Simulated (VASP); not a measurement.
A run of VASP 6.6.1 is set up as follows.

Contents of INCAR:

```
PREC = Accurate
ENCUT = 520
EDIFF = 1E-6
ISMEAR = -1
SIGMA = 0.05
LREAL = False
LASPH = True
NELM = 60
ALGO = Normal
ISIF = 2
LWAVE = False
LCHARG = False
GGA = PE
NBANDS = 57
```

The input KPOINTS:

```
regular mesh
0
Gamma
  3 4 3
```

File POSCAR:

```
HPbNO4
1.0
    6.8587700000      0.0000000000      0.0000000000
    0.0000000000      4.2286500000      0.0000000000
   -3.3910100000      0.0000000000      7.2745900000
H Pb N O
2 2 2 8
Direct
    0.2254900000      0.7500000000      0.5073000000
    0.7745100000      0.2500000000      0.4927000000
    0.3022900000      0.2500000000      0.2849400000
    0.6977100000      0.7500000000      0.7150600000
    0.2148400000      0.7500000000      0.8356700000
    0.7851600000      0.2500000000      0.1643300000
    0.3307800000      0.7500000000      0.4533800000
    0.4090900000      0.7500000000      0.8690100000
    0.1550800000      0.7500000000      0.9653700000
    0.0708300000      0.7500000000      0.6695500000
    0.6692200000      0.2500000000      0.5466100000
    0.5909100000      0.2500000000      0.1309900000
    0.8449200000      0.2500000000      0.0346300000
    0.9291700000      0.2500000000      0.3304500000
```

Potentials or basis: VASP PAW PBE potentials, release 64 (H, Pb_d, N, O).

Command:

```bash
$ cat potpaw_PBE.64/H/POTCAR potpaw_PBE.64/Pb_d/POTCAR potpaw_PBE.64/N/POTCAR potpaw_PBE.64/O/POTCAR > POTCAR
$ mpirun -np 1 vasp_std > vasp.out
```

(1) Predict the largest force.

(2) Estimate the pressure.

(3) What does it give for the band gap on the k mesh?

Answers

(1) 0.464 eV/Å.

(2) 0.6 GPa.

(3) 3.10 eV (least direct gap 3.28 eV).

Caveat: the standard files for N, O and F lose accuracy on very short bonds; spin-orbit coupling is left out, which moves the levels of the heavy elements.
